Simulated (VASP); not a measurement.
Input of a VASP 6.6.1 run:

Contents of INCAR:

```
ALGO = Normal
EDIFF = 1E-6
ENCUT = 600
GGA = PE
GGA_COMPAT = F
ISIF = 2
ISMEAR = 0
ISPIN = 2
LASPH = T
LCHARG = F
LMAXMIX = 4
LORBIT = 11
LREAL = F
LWAVE = F
MAGMOM = 3 0
NBANDS = 22
NELM = 200
PREC = Accurate
SIGMA = 0.019000000000000003
```

Contents of KPOINTS:

```
k-points
0
Gamma
  11 11 11
```

The input POSCAR:

```
FeO
1.0
    0.0000000000      2.1554000000      2.1554000000
    2.1554000000      0.0000000000      2.1554000000
    2.1554000000      2.1554000000      0.0000000000
Fe O
1 1
Direct
    0.0000000000      0.0000000000      0.0000000000
    0.5000000000      0.5000000000      0.5000000000
```

Potentials or basis: VASP PAW PBE potentials, release 64 (Fe_sv, O).

Command:

```console
$ cat potpaw_PBE.64/Fe_sv/POTCAR potpaw_PBE.64/O/POTCAR > POTCAR
$ mpirun -np 1 vasp_std > vasp.out
```

Q: Estimate the net moment.

A: 4.00 μB per cell.

Q: Predict the site moments.

A: Fe +3.48; O +0.30 μB.

Q: What does it give for the band gap on the k mesh?

A: Zero (filled and empty bands overlap).

Caveat: a cell with one magnetic atom can't hold antiferromagnetic order, which such compounds often take; semilocal functionals often make such compounds metallic where correlation or magnetic order opens a gap, which also shifts bond lengths.

**Experimental background.**

“W\"ustite: Electric, thermodynamic and optical properties of FeO”, 2012, arxiv:1203.1201 quotes, for a bulk crystal of FeO: band gap 2.4 eV (optical).

A measured gap of FeO is 2.4 eV (optical; quoted in “W\"ustite: Electric, thermodynamic and optical properties of FeO”, 2012, arxiv:1203.1201); the calculated 0.00 eV misses it by -2.40 eV. So large a miss can be the level of theory's own, or it may mean another phase, state or a wrong row. The value is that of PBE on a finite k mesh, which can miss the band edges, without temperature or zero-point motion. Semilocal functionals fall short of measured gaps as a rule. The run's magnetic order (collinear spin, ferromagnetic start) needn't be the measured crystal's.
